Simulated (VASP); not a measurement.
# TlBr (Pm-3m) in VASP: single point with HSE06

Aim: the single point of TlBr with HSE06.

Everything below comes from runs of VASP 6.6.1. Logs are shortened: lines on timing, memory, paths and dates and some standing lists are left out, and cuts for length are marked.

### Step 1. The cell of the first run

It takes space group Pm-3m (No. 221, cubic). The conventional cell has a = 3.945 Å, b = 3.945 Å, c = 3.945 Å, α = 90.00°, β = 90.00°, γ = 90.00°. Within 4.5 Å of Tl (site symmetry m-3m) lie 8 Br at 3.42 Å and 6 Tl at 3.95 Å. Within 4.5 Å of Br (site symmetry m-3m) lie 8 Tl at 3.42 Å and 6 Br at 3.95 Å.

### Step 2. Single point, HSE06

The input, POSCAR:

```
TlBr
1.0
    3.9451847160      0.0000000000      0.0000000000
    0.0000000000      3.9451847160      0.0000000000
    0.0000000000      0.0000000000      3.9451847160
Tl Br
1 1
Direct
    0.0000000000      0.0000000000      0.0000000000
    0.5000000000      0.5000000000      0.5000000000
```

The input, INCAR.step1:

```
ALGO = Normal
EDIFF = 1E-5
ENCUT = 400
GGA = PE
GGA_COMPAT = False
ISIF = 2
ISMEAR = 0
LASPH = True
LREAL = False
LWAVE = True
NBANDS = 17
NELM = 120
PREC = Accurate
SIGMA = 0.01
```

The input, INCAR.step2:

```
ALGO = Normal
EDIFF = 1E-6
ENCUT = 400
GGA = PE
GGA_COMPAT = False
HFSCREEN = 0.2079
ISIF = 2
ISMEAR = 0
ISTART = 1
LASPH = True
LCHARG = True
LELF = True
LHFCALC = True
LREAL = False
LVHAR = True
LWAVE = False
NBANDS = 17
NELM = 120
PREC = Accurate
PRECFOCK = Normal
SIGMA = 0.01
```

The input, KPOINTS:

```
k-points
0
Gamma
  4 4 4
```

Potentials or basis: VASP PAW PBE potentials, release 64 (Tl_d, Br).

Started as:

```bash
cat potpaw_PBE.64/Tl_d/POTCAR potpaw_PBE.64/Br/POTCAR > POTCAR
cp INCAR.step1 INCAR
mpirun -np 1 vasp_std > vasp.out
cp INCAR.step2 INCAR
mpirun -np 1 vasp_std > vasp.out
```

OUTCAR:

```text
EDIFF = 1E-6
   ENCUT = 400
   GGA = PE
   HFSCREEN = 0.2079
   ISIF = 2
   ISMEAR = 0
   ISTART = 1
   LASPH = True
   LHFCALC = True
   LREAL = False
   NELM = 120
   PREC = Accurate
   PRECFOCK = Normal

 ion  position               nearest neighbor table
   1  0.000  0.000  0.000-   2 3.42   2 3.42   2 3.42   2 3.42   2 3.42   2 3.42   2 3.42   2 3.42

   2  0.500  0.500  0.500-   1 3.42   1 3.42   1 3.42   1 3.42   1 3.42   1 3.42   1 3.42   1 3.42

  LATTYP: Found a simple cubic cell.
 ALAT       =     3.9451847160

  Lattice vectors:

 A1 = (   3.9451847160,   0.0000000000,   0.0000000000)
 A2 = (   0.0000000000,   3.9451847160,   0.0000000000)
 A3 = (   0.0000000000,   0.0000000000,   3.9451847160)

Analysis of symmetry for initial positions (statically):
=====================================================================
 Subroutine PRICEL returns:
 Original cell was already a primitive cell.

 Routine SETGRP: Setting up the symmetry group for a
 simple cubic supercell.

 Subroutine GETGRP returns: Found 48 space group operations
 (whereof 48 operations were pure point group operations)
 out of a pool of 48 trial point group operations.

The static configuration has the point symmetry O_h .

Analysis of symmetry for dynamics (positions and initial velocities):
=====================================================================
 Subroutine PRICEL returns:
 Original cell was already a primitive cell.

 Routine SETGRP: Setting up the symmetry group for a
 simple cubic supercell.

 Subroutine GETGRP returns: Found 48 space group operations
 (whereof 48 operations were pure point group operations)
 out of a pool of 48 trial point group operations.

The dynamic configuration has the point symmetry O_h .

 Subroutine INISYM returns: Found 48 space group operations
 (whereof 48 operations are pure point group operations),
 and found     1 'primitive' translations

----------------------------------------------------------------------------------------

                                     Primitive cell

  volume of cell :      61.4048

  direct lattice vectors                    reciprocal lattice vectors
     3.945184716  0.000000000  0.000000000     0.253473556  0.000000000  0.000000000
     0.000000000  3.945184716  0.000000000     0.000000000  0.253473556  0.000000000
     0.000000000  0.000000000  3.945184716     0.000000000  0.000000000  0.253473556

  length of vectors
     3.945184716  3.945184716  3.945184716     0.253473556  0.253473556  0.253473556

  position of ions in fractional coordinates (direct lattice)
     0.000000000  0.000000000  0.000000000
     0.500000000  0.500000000  0.500000000

  ion indices of the primitive-cell ions
   primitive index   ion index
                 1           1
                 2           2

----------------------------------------------------------------------------------------

 KPOINTS: k-points

Automatic generation of k-mesh.
 Grid dimensions read from file:
 generate k-points for:    4    4    4

 Generating k-lattice:

  Cartesian coordinates                     Fractional coordinates (reciprocal lattice)
     0.063368389  0.000000000  0.000000000     0.250000000  0.000000000  0.000000000
     0.000000000  0.063368389  0.000000000     0.000000000  0.250000000  0.000000000
     0.000000000  0.000000000  0.063368389     0.000000000  0.000000000  0.250000000

  Length of vectors
     0.063368389  0.063368389  0.063368389

  Shift w.r.t. Gamma in fractional coordinates (k-lattice)
     0.000000000  0.000000000  0.000000000

 Subroutine IBZKPT returns following result:
 ===========================================

 Found     10 irreducible k-points:

 Following reciprocal coordinates:
            Coordinates               Weight
  0.000000  0.000000  0.000000      1.000000
  0.250000  0.000000  0.000000      6.000000
  0.500000  0.000000  0.000000      3.000000
  0.250000  0.250000  0.000000     12.000000
  0.500000  0.250000  0.000000     12.000000
  0.500000  0.500000  0.000000      3.000000
  0.250000  0.250000  0.250000      8.000000
  0.500000  0.250000  0.250000     12.000000
  0.500000  0.500000  0.250000      6.000000
  0.500000  0.500000  0.500000      1.000000
   k-points           NKPTS =     10   k-points in BZ     NKDIM =     64   number of bands    NBANDS=     17
   number of dos      NEDOS =    301   number of ions     NIONS =      2
   total plane-waves  NPLWV =  21952
   dimension x,y,z NGX =    28 NGY =   28 NGZ =   28
   dimension x,y,z NGXF=    56 NGYF=   56 NGZF=   56
   ions per type =               1   1
   NGX,Y,Z   is equivalent  to a cutoff of  11.80, 11.80, 11.80 a.u.
   NGXF,Y,Z  is equivalent  to a cutoff of  23.60, 23.60, 23.60 a.u.
 SYSTEM =  unknown system
   PREC   = accura    normal or accurate (medium, high low for compatibility)
   ISTART =      1    job   : 0-new  1-cont  2-samecut
   ICHARG =      0    charge: 1-file 2-atom 10-const
   ISPIN  =      1    spin polarized calculation?
   LNONCOLLINEAR =      F non collinear calculations
   LSORBIT =      F    spin-orbit coupling
   LASPH  =      T    aspherical Exc in radial PAW
   ENCUT  =  400.0 eV  29.40 Ry    5.42 a.u.   6.43  6.43  6.43*2*pi/ulx,y,z
   NELM   =    120;   NELMIN=  2; NELMDL=  0     # of ELM steps
   EDIFF  = 0.1E-05   stopping-criterion for ELM
   LREAL  =      F    real-space projection
   EDIFFG = 0.1E-04   stopping-criterion for IOM
   NSW    =      0    number of steps for IOM
   IBRION =     -1    ionic relax: 0-MD 1-quasi-New 2-CG
   NFREE  =      0    steps in history (QN), initial steepest desc. (CG)
   ISIF   =      2    stress and relaxation
   ISYM   =      3    0-nonsym 1-usesym 2-fastsym
   POTIM  = 0.5000    time-step for ionic-motion
   TEBEG  =    0.0;   TEEND  =   0.0 temperature during run
   PSTRESS=    0.0 pullay stress
   NELECT =      20.0000    total number of electrons
   NUPDOWN=      -1.0000    fix difference up-down
   EMIN   =  10.00;   EMAX   =-10.00  energy-range for DOS
   EFERMI =   0.00;   METHOD = LEGACY
   ISMEAR =     0;   SIGMA  =   0.01  broadening in eV -4-tet -1-fermi 0-gaus
   EFERMI_NEDOS =   21; number of points for ismear=-14 and -15
   IALGO  =     38    algorithm
   IMIX   =      1    mixing-type and parameters
     AMIX     =   0.40;   BMIX     =  1.00
     AMIX_MAG =   1.60;   BMIX_MAG =  1.00
  volume/ion in A,a.u.               =      30.70       207.19
  Fermi-wavevector in a.u.,A,eV,Ry     =   1.126378  2.128546 17.262084  1.268727
  Thomas-Fermi vector in A             =   2.263059
   LORBIT       =      0    0 simple, 1 ext, 2 COOP (PROOUT), +10 PAW based schemes
   GGA     = PE    functional components
   LHFCALC =     T    Hartree Fock is set to
   PRECFOCK=normal    Normal, Fast or Accurate (Low or Medium for compatibility)
   ENCUT4O =  -1.0   cutoff for four orbital integrals eV
   NKREDX  =     1    reduce k-point grid by
   NKREDY  =     1    reduce k-point grid by
   NKREDZ  =     1    reduce k-point grid by
   AEXX    =    0.2500 exact exchange contribution
   HFSCREEN=    0.2079 screening length (either q_TF or 0.3 A-1)
   HFSCREENC=   0.2079 screening length for correlation (either q_TF or 0.3 A-1)
   ENCUTFOCK=  -1.0 apply spherical cutoff to Coloumb kernel
   IVDW    =     0    specifies the selected vdW correction
   LEPSILON=     F    determine dielectric tensor
   LRPA    =     F    only Hartree local field effects (RPA)
 non-spin polarized calculation
 Gauss-broadening in eV      SIGMA  =   0.01
  energy-cutoff  :      400.00
  volume of cell :       61.40
 maximum number of plane-waves:      1141
 NGX is ok and might be reduce to    28
  NGX = 20; NGY = 20; NGZ = 20

 number of electron      20.0000009 magnetization

 Free energy of the ion-electron system (eV)
  ---------------------------------------------------
  ext. energy  EPLUGINS =         0.00000000
  ---------------------------------------------------
  free energy    TOTEN  =        -6.56392530 eV

  energy without entropy =       -6.56392530  energy(sigma->0) =       -6.56392530

 E-fermi :   2.2454     XC(G=0):  -7.5577

 val. band max:        2.1912652620   @ k =   0.5000   0.0000   0.0000
 cond. band min:       4.6564585337   @ k =   0.5000   0.0000   0.0000
 fundamental gap:      2.4651932717
 Fermi energy:         2.2454138437

 k-point     1 :       0.0000    0.0000    0.0000
  band No.  band energies     occupation
      1     -13.1021      2.00000
      2      -9.3182      2.00000
      3      -9.3182      2.00000
      4      -9.1351      2.00000
      5      -9.1351      2.00000
      6      -9.1351      2.00000
[... 9 lines left out ...]
     16      14.7457      0.00000
     17      16.8359      0.00000

 k-point     2 :       0.2500    0.0000    0.0000
  band No.  band energies     occupation
      1     -12.9627      2.00000
      2      -9.3127      2.00000
      3      -9.2477      2.00000
      4      -9.1692      2.00000
      5      -9.1692      2.00000
      6      -9.1321      2.00000
[... 9 lines left out ...]
     16      15.2875      0.00000
     17      16.6160      0.00000

 k-point     3 :       0.5000    0.0000    0.0000
  band No.  band energies     occupation
      1     -12.8126      2.00000
      2      -9.3071      2.00000
      3      -9.2027      2.00000
      4      -9.2027      2.00000
      5      -9.1811      2.00000
      6      -9.1293      2.00000
[... 9 lines left out ...]
     16      16.7418      0.00000
     17      16.9237      0.00000

 k-point     4 :       0.2500    0.2500    0.0000
  band No.  band energies     occupation
      1     -12.8570      2.00000
      2      -9.2770      2.00000
      3      -9.2015      2.00000
      4      -9.1703      2.00000
      5      -9.1664      2.00000
      6      -9.1584      2.00000
[... 9 lines left out ...]
     16      14.1222      0.00000
     17      14.5970      0.00000
[... 63 lines left out ...]
      1     -12.6582      2.00000
      2      -9.2434      2.00000
      3      -9.1965      2.00000
      4      -9.1917      2.00000
      5      -9.1514      2.00000
      6      -9.1174      2.00000
[... 9 lines left out ...]
     16      14.2905      0.00000
     17      17.7570      0.00000

 k-point     9 :       0.5000    0.5000    0.2500
  band No.  band energies     occupation
      1     -12.5660      2.00000
      2      -9.2348      2.00000
      3      -9.2348      2.00000
      4      -9.1983      2.00000
      5      -9.1530      2.00000
      6      -9.0692      2.00000
[... 9 lines left out ...]
     16      15.2103      0.00000
     17      18.3100      0.00000

 k-point    10 :       0.5000    0.5000    0.5000
  band No.  band energies     occupation
      1     -12.4437      2.00000
      2      -9.2860      2.00000
      3      -9.2860      2.00000
      4      -9.2860      2.00000
      5      -9.0675      2.00000
      6      -9.0675      2.00000
[... 9 lines left out ...]
     16      16.3372      0.00000
     17      19.9566      0.00000

------------------------ aborting loop because EDIFF is reached ----------------------------------------

  FORCE on cell =-STRESS in cart. coord.  units (eV):
  Direction    XX          YY          ZZ          XY          YZ          ZX
  --------------------------------------------------------------------------------------
  -------------------------------------------------------------------------------------
  Total        0.6288029      0.6288029      0.6288029     -0.0000000     -0.0000000      0.0000000
  in kB       16.4067690     16.4067690     16.4067690     -0.0000000     -0.0000000      0.0000000
  external PRESSURE =      16.4067690 kB  Pullay stress =       0.0000000 kB

 VOLUME and BASIS-vectors are now :
 -----------------------------------------------------------------------------
  energy-cutoff  :      400.00
  volume of cell :       61.40
      direct lattice vectors                 reciprocal lattice vectors
     3.945184716  0.000000000  0.000000000     0.253473556  0.000000000  0.000000000
     0.000000000  3.945184716  0.000000000     0.000000000  0.253473556  0.000000000
     0.000000000  0.000000000  3.945184716     0.000000000  0.000000000  0.253473556

 POSITION                                       TOTAL-FORCE (eV/Angst)
 -----------------------------------------------------------------------------------
      0.00000      0.00000      0.00000         0.000000      0.000000      0.000000
      1.97259      1.97259      1.97259         0.000000      0.000000      0.000000
 -----------------------------------------------------------------------------------
    total drift:                                0.000004      0.000004      0.000004

  FREE ENERGIE OF THE ION-ELECTRON SYSTEM (eV)
  ---------------------------------------------------
  free  energy   TOTEN  =        -6.5639253005 eV

  energy  without entropy=       -6.5639253005  energy(sigma->0) =       -6.56392530
```

It took 4 min on 1 thread of Intel Xeon Platinum 8488C (Sapphire Rapids), shared host; peak memory 0.26 GiB.

What came out:

| Item | Value |
| --- | --- |
| Free energy | -6.5639 eV |
| Pressure | 1.6 GPa |
| Band gap on the k mesh | 2.47 eV |

Levels at points of the mesh, in eV from the valence-band top:
| k point | band 7 | band 8 | band 9 | band 10 | band 11 | band 12 | band 13 | band 14 |
| --- | --- | --- | --- | --- | --- | --- | --- | --- |
| (0.00, 0.00, 0.00) | -4.91 | -1.74 | -1.74 | -1.74 | 7.74 | 7.74 | 8.38 | 8.38 |
| (0.50, 0.00, 0.00) | -6.21 | -1.19 | -1.19 | 0.00 | 2.47 | 6.66 | 6.66 | 8.78 |
| (0.50, 0.50, 0.00) | -3.92 | -3.55 | -3.55 | -1.09 | 5.75 | 5.75 | 8.55 | 8.55 |
| (0.50, 0.50, 0.50) | -2.74 | -2.46 | -2.46 | -2.46 | 2.70 | 2.70 | 2.70 | 14.15 |

Caveat: the PAW data sets were made with another functional, which shifts forces and pressure a little; spin-orbit coupling is left out, which moves the levels of the heavy elements. A k mesh can miss the band edges.
